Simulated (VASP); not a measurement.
# Os (P6_3/mmc) in VASP: further runs

Os is run at these levels: PBEsol; tasks: single point, relaxation of cell and atoms.

Program: VASP 6.6.1. These are calculated values, not measurements. Logs are shortened: lines on timing, memory, paths and dates and some standing lists are left out, and cuts for length are marked.

### Step 1. The cell of the first run

The structure is hexagonal, space group P6_3/mmc (No. 194). Conventional cell: a = 2.698 Å, b = 2.698 Å, c = 4.274 Å, α = 90.00°, β = 90.00°, γ = 120.00°. Within 3.5 Å of Os (site symmetry -6m2) lie 12 Os at 2.64 to 2.70 Å.

### Step 2. Single point, PBEsol (13.47 Å³/atom)

The input, INCAR:

```
PREC = Accurate ; ENCUT = 560
EDIFF = 1E-6 ; ISMEAR = 0
SIGMA = 0.1 ; LREAL = F
LASPH = T ; NELM = 120
ALGO = Normal ; ISIF = 2
LWAVE = F ; LCHARG = T
GGA = PS ; LELF = T
LVHAR = T ; NBANDS = 23
GGA_COMPAT = F
```

The input, KPOINTS:

```
Automatic mesh
0
Gamma
  18 18 10
```

The input, POSCAR:

```
Os
1.0
    2.6983283993      0.0000000000      0.0000000000
   -1.3491641997      2.3368209416      0.0000000000
    0.0000000000      0.0000000000      4.2739006081
Os
2
Direct
    0.3333333333      0.6666666667      0.2500000000
    0.6666666667      0.3333333333      0.7500000000
```

Potentials or basis: VASP PAW PBE potentials, release 64 (Os_sv_GW).

On the command line:

```sh
$ cat potpaw_PBE.64/Os_sv_GW/POTCAR > POTCAR
$ mpirun -np 1 vasp_std > vasp.out
```

OUTCAR:

```text
PREC = Accurate
   ENCUT = 560
   EDIFF = 1E-6
   ISMEAR = 0
   LREAL = F
   LASPH = T
   NELM = 120
   ISIF = 2
   GGA = PS

 ion  position               nearest neighbor table
   1  0.333  0.667  0.250-   2 2.64   2 2.64   2 2.64   2 2.64   2 2.64   2 2.64
   2  0.667  0.333  0.750-   1 2.64   1 2.64   1 2.64   1 2.64   1 2.64   1 2.64

  LATTYP: Found a hexagonal cell.
 ALAT       =     2.6983283993
 C/A-ratio  =     1.5839067658

  Lattice vectors:

 A1 = (   2.6983283993,   0.0000000000,   0.0000000000)
 A2 = (  -1.3491641997,   2.3368209416,   0.0000000000)
 A3 = (   0.0000000000,   0.0000000000,   4.2739006081)

Analysis of symmetry for initial positions (statically):
=====================================================================
 Subroutine PRICEL returns:
 Original cell was already a primitive cell.

 Routine SETGRP: Setting up the symmetry group for a
 hexagonal supercell.

 Subroutine GETGRP returns: Found 24 space group operations
 (whereof 12 operations were pure point group operations)
 out of a pool of 24 trial point group operations.

The static configuration has the point symmetry D_3d.
 The point group associated with its full space group is D_6h.

Analysis of symmetry for dynamics (positions and initial velocities):
=====================================================================
 Subroutine PRICEL returns:
 Original cell was already a primitive cell.

 Routine SETGRP: Setting up the symmetry group for a
 hexagonal supercell.

 Subroutine GETGRP returns: Found 24 space group operations
 (whereof 12 operations were pure point group operations)
 out of a pool of 24 trial point group operations.

The dynamic configuration has the point symmetry D_3d.
 The point group associated with its full space group is D_6h.

 Subroutine INISYM returns: Found 24 space group operations
 (whereof 12 operations are pure point group operations),
 and found     1 'primitive' translations

----------------------------------------------------------------------------------------

                                     Primitive cell

  volume of cell :      26.9491

  direct lattice vectors                    reciprocal lattice vectors
     2.698328399  0.000000000  0.000000000     0.370599813  0.213965902  0.000000000
    -1.349164200  2.336820942  0.000000000     0.000000000  0.427931804  0.000000000
     0.000000000  0.000000000  4.273900608     0.000000000  0.000000000  0.233978300

  length of vectors
     2.698328399  2.698328399  4.273900608     0.427931804  0.427931804  0.233978300

  position of ions in fractional coordinates (direct lattice)
     0.333333333  0.666666667  0.250000000
     0.666666667  0.333333333  0.750000000

  ion indices of the primitive-cell ions
   primitive index   ion index
                 1           1
                 2           2

----------------------------------------------------------------------------------------

 KPOINTS: Automatic mesh

Automatic generation of k-mesh.
 Grid dimensions read from file:
 generate k-points for:   18   18   10

 Generating k-lattice:

  Cartesian coordinates                     Fractional coordinates (reciprocal lattice)
     0.020588878  0.011886995  0.000000000     0.055555556  0.000000000  0.000000000
     0.000000000  0.023773989  0.000000000     0.000000000  0.055555556  0.000000000
     0.000000000  0.000000000  0.023397830     0.000000000  0.000000000  0.100000000

  Length of vectors
     0.023773989  0.023773989  0.023397830

  Shift w.r.t. Gamma in fractional coordinates (k-lattice)
     0.000000000  0.000000000  0.000000000

 Subroutine IBZKPT returns following result:
 ===========================================

 Found    222 irreducible k-points:

 Following reciprocal coordinates:
            Coordinates               Weight
  0.000000  0.000000  0.000000      1.000000
  0.055556  0.000000  0.000000      6.000000
  0.111111  0.000000  0.000000      6.000000
  0.166667  0.000000  0.000000      6.000000
  0.222222  0.000000  0.000000      6.000000
  0.277778  0.000000  0.000000      6.000000
[... 16 lines left out ...]
  0.333333  0.111111  0.000000     12.000000
  0.388889  0.111111  0.000000     12.000000
 [... further k-points ...]
   k-points           NKPTS =    222   k-points in BZ     NKDIM =    222   number of bands    NBANDS=     23
   number of dos      NEDOS =    301   number of ions     NIONS =      2
   total plane-waves  NPLWV =  20736
   dimension x,y,z NGX =    24 NGY =   24 NGZ =   36
   dimension x,y,z NGXF=    48 NGYF=   48 NGZF=   72
   ions per type =               2
   NGX,Y,Z   is equivalent  to a cutoff of  14.79, 14.79, 14.00 a.u.
   NGXF,Y,Z  is equivalent  to a cutoff of  29.57, 29.57, 28.01 a.u.
 SYSTEM =  unknown system
   PREC   = accura    normal or accurate (medium, high low for compatibility)
   ISTART =      0    job   : 0-new  1-cont  2-samecut
   ICHARG =      2    charge: 1-file 2-atom 10-const
   ISPIN  =      1    spin polarized calculation?
   LNONCOLLINEAR =      F non collinear calculations
   LSORBIT =      F    spin-orbit coupling
   LASPH  =      T    aspherical Exc in radial PAW
   ENCUT  =  560.0 eV  41.16 Ry    6.42 a.u.   5.21  5.21  8.25*2*pi/ulx,y,z
   NELM   =    120;   NELMIN=  2; NELMDL= -5     # of ELM steps
   EDIFF  = 0.1E-05   stopping-criterion for ELM
   LREAL  =      F    real-space projection
   EDIFFG = 0.1E-04   stopping-criterion for IOM
   NSW    =      0    number of steps for IOM
   IBRION =     -1    ionic relax: 0-MD 1-quasi-New 2-CG
   NFREE  =      0    steps in history (QN), initial steepest desc. (CG)
   ISIF   =      2    stress and relaxation
   ISYM   =      2    0-nonsym 1-usesym 2-fastsym
   POTIM  = 0.5000    time-step for ionic-motion
   TEBEG  =    0.0;   TEEND  =   0.0 temperature during run
   PSTRESS=    0.0 pullay stress
   NELECT =      32.0000    total number of electrons
   NUPDOWN=      -1.0000    fix difference up-down
   EMIN   =  10.00;   EMAX   =-10.00  energy-range for DOS
   EFERMI =   0.00;   METHOD = LEGACY
   ISMEAR =     0;   SIGMA  =   0.10  broadening in eV -4-tet -1-fermi 0-gaus
   EFERMI_NEDOS =   21; number of points for ismear=-14 and -15
   IALGO  =     38    algorithm
   IMIX   =      4    mixing-type and parameters
     AMIX     =   0.40;   BMIX     =  1.00
     AMIX_MAG =   1.60;   BMIX_MAG =  1.00
  volume/ion in A,a.u.               =      13.47        90.93
  Fermi-wavevector in a.u.,A,eV,Ry     =   1.733578  3.275987 40.889467  3.005291
  Thomas-Fermi vector in A             =   2.807537
   LORBIT       =      0    0 simple, 1 ext, 2 COOP (PROOUT), +10 PAW based schemes
   GGA     = PS    functional components
   LHFCALC =     F    Hartree Fock is set to
   AEXX    =    0.0000 exact exchange contribution
   IVDW    =     0    specifies the selected vdW correction
   LEPSILON=     F    determine dielectric tensor
   LRPA    =     F    only Hartree local field effects (RPA)
 non-spin polarized calculation
 Gauss-broadening in eV      SIGMA  =   0.10
  energy-cutoff  :      560.00
  volume of cell :       26.95
 maximum number of plane-waves:       825
 NGX is ok and might be reduce to    24
   NGX = 11   NGY = 11   NGZ = 17

 number of electron      31.9999999 magnetization

 Free energy of the ion-electron system (eV)
  ---------------------------------------------------
  ext. energy  EPLUGINS =         0.00000000
  ---------------------------------------------------
  free energy    TOTEN  =       -26.70578740 eV

  energy without entropy =      -26.69871112  energy(sigma->0) =      -26.70224926

 E-fermi :  14.3321     XC(G=0): -14.9853

 val. band max:       14.3239031727   @ k =   0.2222   0.0556   0.3000
 cond. band min:      14.3325294848   @ k =   0.0000   0.0000   0.0000
 fundamental gap:      0.0086263121
 Fermi energy:        14.3320934077

 k-point     1 :       0.0000    0.0000    0.0000
  band No.  band energies     occupation
      1     -72.4152      2.00000
      2     -72.2803      2.00000
      3     -32.4453      2.00000
      4     -31.3820      2.00000
      5     -31.3820      2.00000
      6     -31.1835      2.00000
[... 15 lines left out ...]
     22      27.6087      0.00000
     23      30.0586      0.00000

 k-point     2 :       0.0556    0.0000    0.0000
  band No.  band energies     occupation
      1     -72.4124      2.00000
      2     -72.2789      2.00000
      3     -32.4333      2.00000
      4     -31.4079      2.00000
      5     -31.3907      2.00000
      6     -31.2113      2.00000
[... 15 lines left out ...]
     22      27.8937      0.00000
     23      30.2340      0.00000

 k-point     3 :       0.1111    0.0000    0.0000
  band No.  band energies     occupation
      1     -72.4038      2.00000
      2     -72.2759      2.00000
      3     -32.3978      2.00000
      4     -31.4842      2.00000
      5     -31.4160      2.00000
      6     -31.2901      2.00000
[... 15 lines left out ...]
     22      28.6856      0.00000
     23      30.6955      0.00000

 k-point     4 :       0.1667    0.0000    0.0000
  band No.  band energies     occupation
      1     -72.3901      2.00000
      2     -72.2709      2.00000
      3     -32.3409      2.00000
      4     -31.5995      2.00000
      5     -31.4537      2.00000
      6     -31.4077      2.00000
[... 15 lines left out ...]
     22      29.6909      0.00000
     23      31.0066      0.00000

 k-point     5 :       0.2222    0.0000    0.0000
  band No.  band energies     occupation
      1     -72.3731      2.00000
      2     -72.2654      2.00000
      3     -32.2660      2.00000
      4     -31.7410      2.00000
      5     -31.5496      2.00000
      6     -31.4983      2.00000
[... 434 lines left out ...]
 k-point    22 :       0.2778    0.1111    0.0000
  band No.  band energies     occupation
      1     -72.3296      2.00000
      2     -72.2562      2.00000
      3     -32.0575      2.00000
      4     -32.0157      2.00000
      5     -31.8625      2.00000
      6     -31.6041      2.00000
[... 15 lines left out ...]
     22      25.5551      0.00000
     23      27.4303      0.00000

 k-point    23 :       0.3333    0.1111    0.0000
  band No.  band energies     occupation
      1     -72.3130      2.00000
      2     -72.2552      2.00000
      3     -32.1223      2.00000
      4     -31.9673      2.00000
      5     -31.9351      2.00000
      6     -31.6580      2.00000
[... 15 lines left out ...]
     22      25.9959      0.00000
     23      26.0929      0.00000

 k-point    24 :       0.3889    0.1111    0.0000
  band No.  band energies     occupation
      1     -72.3009      2.00000
      2     -72.2561      2.00000
      3     -32.1917      2.00000
      4     -31.9828      2.00000
      5     -31.8940      2.00000
      6     -31.6926      2.00000
[... 15 lines left out ...]
     22      24.8951      0.00000
     23      26.9362      0.00000

 [... further k-points ...]
[... 5 lines left out ...]
  --------------------------------------------------------------------------------------
  -------------------------------------------------------------------------------------
  Total        2.1333644      2.1333644      2.1376978     -0.0000000      0.0000000      0.0000000
  in kB      126.8326187    126.8326187    127.0902501     -0.0000000      0.0000000      0.0000000
  external PRESSURE =     126.9184958 kB  Pullay stress =       0.0000000 kB

 VOLUME and BASIS-vectors are now :
 -----------------------------------------------------------------------------
  energy-cutoff  :      560.00
  volume of cell :       26.95
      direct lattice vectors                 reciprocal lattice vectors
     2.698328399  0.000000000  0.000000000     0.370599813  0.213965902  0.000000000
    -1.349164200  2.336820942  0.000000000     0.000000000  0.427931804  0.000000000
     0.000000000  0.000000000  4.273900608     0.000000000  0.000000000  0.233978300

 POSITION                                       TOTAL-FORCE (eV/Angst)
 -----------------------------------------------------------------------------------
     -0.00000      1.55788      1.06848        -0.000000     -0.000000      0.000000
      1.34916      0.77894      3.20543         0.000000      0.000000      0.000000
 -----------------------------------------------------------------------------------
    total drift:                               -0.000000      0.000000     -0.000000

  FREE ENERGIE OF THE ION-ELECTRON SYSTEM (eV)
  ---------------------------------------------------
  free  energy   TOTEN  =       -26.7057873998 eV

  energy  without entropy=      -26.6987111189  energy(sigma->0) =      -26.70224926
```

Wall time 88 s (1 thread of Intel Xeon Platinum 8375C at 2.90GHz (Ice Lake), shared host); peak memory 0.26 GiB.

What came out:

```
Free energy            : -26.7058 eV
Pressure               : 12.7 GPa
Band gap on the k mesh : zero (bands 16 and 17 overlap by 4.23 eV)
```

Levels at points of the mesh, in eV from the Fermi level:
```tsv
k point	band 12	band 13	band 14	band 15	band 16	band 17	band 18	band 19	band 20	band 21
(0.00, 0.00, 0.00)	-3.23	-2.99	-2.34	-2.34	-1.62	-1.62	0.00	1.80	1.80	9.41
(0.50, 0.00, 0.00)	-3.73	-2.99	-2.71	-1.98	2.23	2.82	2.93	4.72	6.02	9.50
(0.00, 0.00, 0.50)	-3.77	-3.42	-3.42	-3.42	-3.42	0.98	0.98	0.98	0.98	12.99
(0.50, 0.00, 0.50)	-5.65	-1.26	-1.26	-0.17	-0.17	2.58	2.58	3.50	3.50	9.49
```

Caveat: the cell stands under pressure; the PAW data sets were made with another functional, which shifts forces and pressure a little; spin-orbit coupling is left out, which moves the levels of the heavy elements.

### Step 3. Single point, PBEsol

This run uses another cell than the first one, of 13.90 Å³/atom.

The input, INCAR:

```
ALGO = Fast
EDIFF = 1E-7
ENCUT = 520
GGA = PS
ISIF = 2
ISMEAR = -1
LASPH = True
LCHARG = False
LREAL = False
LWAVE = False
NBANDS = 15
NELM = 80
PREC = Accurate
SIGMA = 0.15
```

The input, KPOINTS:

```
k-points
0
Gamma
  18 18 10
```

The input, POSCAR:

```
Os
1.0
    2.7289174778      0.0000000000      0.0000000000
   -1.3644587389      2.3633118607      0.0000000000
    0.0000000000      0.0000000000      4.3114564544
Os
2
Direct
    0.3333333333      0.6666666667      0.2500000000
    0.6666666667      0.3333333333      0.7500000000
```

Potentials or basis: VASP PAW PBE potentials, release 64 (Os).

On the command line:

```sh
$ cat potpaw_PBE.64/Os/POTCAR > POTCAR
$ mpirun -np 1 vasp_std > vasp.out
```

It took 1.9 min on 1 thread of Oxide Virtual Turin-like, shared host; peak memory 0.16 GiB.

It converged, with:

| Quantity | Value |
| --- | --- |
| Free energy | -24.5300 eV |
| Pressure | 0.5 GPa |
| Band gap on the k mesh | zero (bands 8 and 9 overlap by 3.98 eV) |

Stress tensor (GPa, compression positive):
```
0.50 0.00 0.00
0.00 0.50 0.00
0.00 0.00 0.42
```

Levels at points of the mesh, in eV from the Fermi level:
```
           k point  band 5  band 6  band 7  band 8  band 9  band 10  band 11  band 12
(0.00, 0.00, 0.00)   -2.86   -2.26   -2.26   -1.60   -1.60    -0.02     1.69     1.69
(0.50, 0.00, 0.00)   -2.97   -2.62   -1.93    2.05    2.62     2.74     4.44     5.73
(0.00, 0.00, 0.50)   -3.31   -3.31   -3.31   -3.31    0.89     0.89     0.89     0.89
(0.50, 0.00, 0.50)   -1.24   -1.24   -0.20   -0.20    2.39     2.39     3.31     3.31
```

Caveat: the PAW data sets were made with another functional, which shifts forces and pressure a little; spin-orbit coupling is left out, which moves the levels of the heavy elements.

### Step 4. Relaxation of cell and atoms, PBEsol

This run uses another cell than the first one, of 13.89 Å³/atom.

The input, INCAR:

```
SYSTEM = Os
  PREC = Accurate
  ENCUT = 600
  EDIFF = 1E-6
  ISMEAR = -1
  SIGMA = 0.15
  LREAL = .FALSE.
  LASPH = .TRUE.
  NELM = 60
  ALGO = Fast
  ISIF = 3
  LWAVE = .FALSE.
  LCHARG = .FALSE.
  GGA = PS
  IBRION = 2
  NSW = 80
  EDIFFG = -0.001
```

The input, KPOINTS:

```
Automatic mesh
0
G
  18 18 10
  0 0 0
```

The input, POSCAR:

```
Os
1.0
    2.7272132493      0.0000000000      0.0000000000
   -1.3636066246      2.3618359554      0.0000000000
    0.0000000000      0.0000000000      4.3132446887
Os
2
Direct
    0.3333333333      0.6666666667      0.2500000000
    0.6666666667      0.3333333333      0.7500000000
```

On the command line:

```sh
$ cat potpaw_PBE.64/Os/POTCAR > POTCAR
$ mpirun -np 1 vasp_std > vasp.out
```

Wall time 10 min (1 thread of Oxide Virtual Turin-like, shared host); peak memory 0.2 GiB.

Results (log left out):

- Free energy: -24.5309 eV
- Relaxed volume: 13.92 Å³/atom
- Relaxed cell: a = 2.730 Å, b = 2.730 Å, c = 4.313 Å, α = 90.00°, β = 90.00°, γ = 120.00°
- Space group after relaxing (to 0.1 Å): P6_3/mmc (No. 194)
- Energy gained by relaxing: 0.1 meV/atom
- Ionic steps: 10
- Pressure after relaxing: 0.0 GPa
- Band gap on the k mesh: zero (bands 8 and 9 overlap by 3.97 eV)

Step by step:
```csv
step,energy change (eV),largest force (eV/Å),pressure (GPa),volume (Å³)
1,0.0000,0.0000,0.95,27.78
2,0.0034,0.0000,-4.09,28.11
3,-0.0002,0.0000,-0.04,27.85
4,-0.0002,0.0000,-0.06,27.85
5,-0.0002,0.0000,-0.07,27.85
6,-0.0002,0.0000,0.06,27.84
7,-0.0002,0.0000,-0.02,27.85
8,-0.0002,0.0000,-0.02,27.85
9,-0.0002,0.0000,0.07,27.84
10,-0.0002,0.0000,0.01,27.84
```

Final structure:
```
CELL_PARAMETERS angstrom
2.73035 0.00000 0.00000
-1.36518 2.36456 0.00000
0.00000 0.00000 4.31292
ATOMIC_POSITIONS crystal
Os 0.33333 0.66667 0.25000
Os 0.66667 0.33333 0.75000
```

Levels at points of the mesh, in eV from the Fermi level:
```tsv
k point	band 6	band 7	band 8	band 9	band 10	band 11
(0.00, 0.00, 0.00)	-2.26	-2.26	-1.60	-1.60	-0.02	1.69
(0.50, 0.00, 0.00)	-2.62	-1.92	2.04	2.61	2.74	4.43
(0.00, 0.00, 0.50)	-3.30	-3.30	-3.30	0.89	0.89	0.89
(0.50, 0.00, 0.50)	-1.24	-0.20	-0.20	2.38	2.38	3.31
```

Caveat: the PAW data sets were made with another functional, which shifts forces and pressure a little; spin-orbit coupling is left out, which moves the levels of the heavy elements.

### Step 5. Overview

```tsv
task	potentials or basis	cell	cutoff (eV)	smearing	gap on the mesh (eV)	pressure (GPa)
single point	VASP PAW PBE potentials, release 64 (Os_sv_GW)	a = 2.698, b = 2.698, c = 4.274 Å, angles 90.0, 90.0, 120.0°, 2 atoms	560	gaussian 0.1 eV	none	12.7
single point	VASP PAW PBE potentials, release 64 (Os)	a = 2.729, b = 2.729, c = 4.311 Å, angles 90.0, 90.0, 120.0°, 2 atoms	520	fermi-dirac 0.15 eV	none	0.5
relaxation of cell and atoms	VASP PAW PBE potentials, release 64 (Os)	relaxed from a = 2.727, b = 2.727, c = 4.313 Å, angles 90.0, 90.0, 120.0°, 2 atoms	600	fermi-dirac 0.15 eV	none	0.0
```

Alike in all rows: level PBEsol; no spin polarisation; k mesh 18 × 18 × 10.

Caveats: the PAW data sets were made with another functional, which shifts forces and pressure a little; spin-orbit coupling is left out, which moves the levels of the heavy elements; the cell stands under pressure (at least some runs).

Total energies depend on the potentials used, so only differences within one code and one set of settings carry meaning.
